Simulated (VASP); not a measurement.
# InSb (Pmmn) in VASP: further runs, part 2 of 2

VASP 6.6.1. Earlier steps stand in the parts before.

## 5. Single point, PBE+D3(BJ) (volume scaled by 0.98)

INCAR

```
PREC = Accurate
ENCUT = 520
EDIFF = 1E-6
ISMEAR = 0
SIGMA = 0.05
LREAL = False
LASPH = True
NELM = 60
ALGO = Normal
ISIF = 2
LWAVE = False
LCHARG = False
GGA = PE
IVDW = 12
NBANDS = 26
```

KPOINTS

```
Automatic mesh
0
Gamma
  4 4 8
```

POSCAR

```
InSb
1.0
    5.5759955748      0.0000000000      0.0000000000
    0.0000000000      5.5778468685      0.0000000000
    0.0000000000      0.0000000000      3.3814296403
In Sb
2 2
Direct
    0.0000000000      0.0000000000      0.0007039329
    0.5000000000      0.5000000000     -0.0007039329
    0.5000000000      0.0000000000      0.6600467134
    0.0000000000      0.5000000000      0.3399532866
```

Potentials or basis: VASP PAW PBE potentials, release 64 (In_d, Sb).

Run with:

```sh
$ cat potpaw_PBE.64/In_d/POTCAR potpaw_PBE.64/Sb/POTCAR > POTCAR
$ mpirun -np 1 vasp_std > vasp.out
```

OUTCAR:

```text
PREC = Accurate
   ENCUT = 520
   EDIFF = 1E-6
   ISMEAR = 0
   LREAL = False
   LASPH = True
   NELM = 60
   ISIF = 2
   GGA = PE
   IVDW = 12
 IVDW          = 12

 ion  position               nearest neighbor table
   1  0.000  0.000  0.001-   4 3.02   4 3.02   3 3.02   3 3.02   3 3.57   3 3.57   4 3.57   4 3.57
                             2 3.94   2 3.94   2 3.94   2 3.94
   2  0.500  0.500  0.999-   3 3.02   3 3.02   4 3.02   4 3.02   4 3.57   4 3.57   3 3.57   3 3.57
                             1 3.94   1 3.94   1 3.94   1 3.94
   3  0.500  0.000  0.660-   2 3.02   2 3.02   1 3.02   1 3.02   1 3.57   1 3.57   2 3.57   2 3.57

   4  0.000  0.500  0.340-   1 3.02   1 3.02   2 3.02   2 3.02   2 3.57   2 3.57   1 3.57   1 3.57

  LATTYP: Found a simple orthorhombic cell.
 ALAT       =     3.3814296403
 B/A-ratio  =     1.6490053522
 C/A-ratio  =     1.6495528406

  Lattice vectors:

 A1 = (   0.0000000000,   0.0000000000,   3.3814296403)
 A2 = (   5.5759955748,   0.0000000000,   0.0000000000)
 A3 = (   0.0000000000,   5.5778468685,   0.0000000000)

Analysis of symmetry for initial positions (statically):
=====================================================================
 Subroutine PRICEL returns:
 Original cell was already a primitive cell.

[... 180 lines left out ...]
 fundamental gap:      0.0903552755
 Fermi energy:         8.0511228195

 k-point     1 :       0.0000    0.0000    0.0000
  band No.  band energies     occupation
      1      -6.7541      2.00000
      2      -6.7528      2.00000
      3      -6.7026      2.00000
      4      -6.6182      2.00000
      5      -6.5635      2.00000
      6      -6.5297      2.00000
[... 685 lines left out ...]
     25      13.7473      0.00000
     26      13.7473      0.00000

 [... further k-points ...]

------------------------ aborting loop because EDIFF is reached ----------------------------------------

 Edisp (eV)   -1.72998

 E8    (eV) :    -0.8299

  FORCE on cell =-STRESS in cart. coord.  units (eV):
  Direction    XX          YY          ZZ          XY          YZ          ZX
  --------------------------------------------------------------------------------------
  -------------------------------------------------------------------------------------
  Total       0.56157     0.57217     0.51538     0.00000     0.00000     0.00000
  in kB       8.55516     8.71652     7.85141     0.00000     0.00000     0.00000
  external pressure =        8.37 kB  Pullay stress =        0.00 kB

 VOLUME and BASIS-vectors are now :
 -----------------------------------------------------------------------------
  energy-cutoff  :      520.00
  volume of cell :      105.17
      direct lattice vectors                 reciprocal lattice vectors
     5.575995575  0.000000000  0.000000000     0.179340171  0.000000000  0.000000000
     0.000000000  5.577846868  0.000000000     0.000000000  0.179280648  0.000000000
     0.000000000  0.000000000  3.381429640     0.000000000  0.000000000  0.295732902

 POSITION                                       TOTAL-FORCE (eV/Angst)
 -----------------------------------------------------------------------------------
      0.00000      0.00000      0.00238         0.000000      0.000000     -0.000956
      2.78800      2.78892      3.37905         0.000000      0.000000      0.000956
      2.78800      0.00000      2.23190         0.000000      0.000000     -0.028197
      0.00000      2.78892      1.14953         0.000000      0.000000      0.028197
 -----------------------------------------------------------------------------------
    total drift:                                0.000000     -0.000000      0.000000

  FREE ENERGIE OF THE ION-ELECTRON SYSTEM (eV)
  ---------------------------------------------------
  free  energy   TOTEN  =       -15.0319575680 eV

  energy  without entropy=      -15.0294263109  energy(sigma->0) =      -15.03069194
```

OSZICAR:

```text
N       E                     dE             d eps       ncg     rms          rms(c)
DAV:   1     0.289416449727E+03    0.28942E+03   -0.15706E+04  2340   0.151E+03
DAV:   2     0.121332005549E+02   -0.27728E+03   -0.27063E+03  2416   0.373E+02
DAV:   3    -0.123984511565E+02   -0.24532E+02   -0.24000E+02  2960   0.123E+02
DAV:   4    -0.133486310609E+02   -0.95018E+00   -0.94523E+00  2670   0.250E+01
DAV:   5    -0.134025446938E+02   -0.53914E-01   -0.53886E-01  3620   0.551E+00    0.473E+00
DAV:   6    -0.133117610508E+02    0.90784E-01   -0.19206E-01  3104   0.601E+00    0.263E+00
DAV:   7    -0.133030460090E+02    0.87150E-02   -0.58347E-02  3206   0.230E+00    0.580E-01
DAV:   8    -0.133019178288E+02    0.11282E-02   -0.55892E-03  2968   0.834E-01    0.218E-01
DAV:   9    -0.133019873061E+02   -0.69477E-04   -0.69449E-04  2658   0.150E-01    0.674E-02
DAV:  10    -0.133019811155E+02    0.61907E-05   -0.25567E-05  3152   0.375E-02    0.297E-02
DAV:  11    -0.133019820002E+02   -0.88473E-06   -0.58408E-06  2150   0.164E-02
   1 F= -.15031958E+02 E0= -.15030692E+02  d E =-.253126E-02
```

stdout:

```text
POSCAR found type information on POSCAR InSb
 POSCAR found :  2 types and       4 ions
 scaLAPACK will be used
 LDA part: xc-table for (Slater+PW92), standard interpolation
 POSCAR, INCAR and KPOINTS ok, starting setup
 FFT: planning ... GRIDC
 FFT: planning ... GRID_SOFT
 FFT: planning ... GRID
 WAVECAR not read
 entering main loop
```

It took 55 s on 1 thread of Intel Xeon 6975P-C (Granite Rapids), shared host; peak memory 0.29 GiB.

What came out:

* Free energy: -15.0320 eV
* Pressure: 0.8 GPa
* Largest force: 0.028 eV/Å
* Band gap on the k mesh: zero (band 18 reaches 10.09 eV, above the bottom of band 19 at 6.56 eV)
* Dispersion energy per atom: -0.432 eV

Forces on the atoms (eV/Å):
```
In   0.000  0.000 -0.001
In   0.000  0.000  0.001
Sb   0.000  0.000 -0.028
Sb   0.000  0.000  0.028
```

Caveat: three body term missing; spin-orbit coupling is left out, which moves the levels of the heavy elements; pairwise dispersion overbinds metals, which lowers pressure and volume.

## 6. The runs side by side

```csv
task,cell,cutoff (eV),gap on the mesh (eV),pressure (GPa)
relaxation of shape and atoms at fixed volume,"relaxed from a = 5.640, b = 5.642, c = 3.421 Å, 4 atoms",600,none,-1.0
relaxation of shape and atoms at fixed volume,"relaxed from a = 5.678, b = 5.680, c = 3.441 Å, 4 atoms",600,none,-1.8
single point,"a = 5.576, b = 5.579, c = 3.381 Å, 4 atoms",520,none,0.8
single point,"a = 5.576, b = 5.578, c = 3.381 Å, 4 atoms",520,none,0.8
```

Some of these runs hold the atoms at other places in the same cell, which the table doesn't show; runs alike in all that it shows share one row.

Alike in all rows: level PBE+D3(BJ); potentials or basis VASP PAW PBE potentials, release 64 (In_d, Sb); no spin polarisation; k mesh 4 × 4 × 8; smearing gaussian 0.05 eV.

Caveats: spin-orbit coupling is left out, which moves the levels of the heavy elements; pairwise dispersion overbinds metals, which lowers pressure and volume; three body term missing (some runs).

Absolute energies hang on the potentials; compare differences alone.
